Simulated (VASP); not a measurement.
Tl:

```
Tl
1.0
     5.41113    0.00000    0.00000
    -2.70557    4.68618    0.00000
     0.00000    0.00000    3.31703
Tl
3
Direct
  0.00000 0.00000 0.00000
  0.33333 0.66667 0.50000
  0.66667 0.33333 0.50000
```

This isn't the form of Tl at room conditions, which is hcp.

```yaml
Program: VASP 6.6.1
Task: relaxation of cell and atoms
Functional: PBEsol
Potentials_or_basis: VASP PAW PBE potentials, release 64 (Tl_d)
Cutoff: 600 eV
k_mesh: 7 × 7 × 10
Occupations: fermi-dirac, width 0.1 eV
Spin: no spin polarisation
```

At the start: pressure 1.0 GPa; volume 28.04 Å³/atom.

Q: How do energy, volume and symmetry change on relaxing?

A: Over 5 steps the energy falls by 2.3 meV/atom and the volume is 28.76 Å³/atom (+2.6 %); space group P6/mmm (No. 191, to 0.1 Å) before and after.

Step by step:
```
step  energy change (eV)  largest force (eV/Å)  pressure (GPa)  volume (Å³)
   1              0.0000                0.0000            0.99        84.11
   2             -0.0067                0.0000            0.01        86.24
   3             -0.0067                0.0000            0.00        86.29
   4             -0.0068                0.0000            0.01        86.28
   5             -0.0068                0.0000            0.01        86.27
```

Final structure:
```cif
data_structure
_symmetry_space_group_name_H-M 'P 1'
_symmetry_Int_Tables_number 1
_cell_length_a 5.4484
_cell_length_b 5.4484
_cell_length_c 3.3559
_cell_angle_alpha 90.000
_cell_angle_beta 90.000
_cell_angle_gamma 120.000
_cell_volume 86.27
loop_
_atom_site_label
_atom_site_type_symbol
_atom_site_fract_x
_atom_site_fract_y
_atom_site_fract_z
_atom_site_occupancy
Tl1 Tl 0.00000 0.00000 0.00000 1
Tl2 Tl 0.33333 0.66667 0.50000 1
Tl3 Tl 0.66667 0.33333 0.50000 1
```

Caveat: the PAW data sets were made with another functional, which shifts forces and pressure a little.
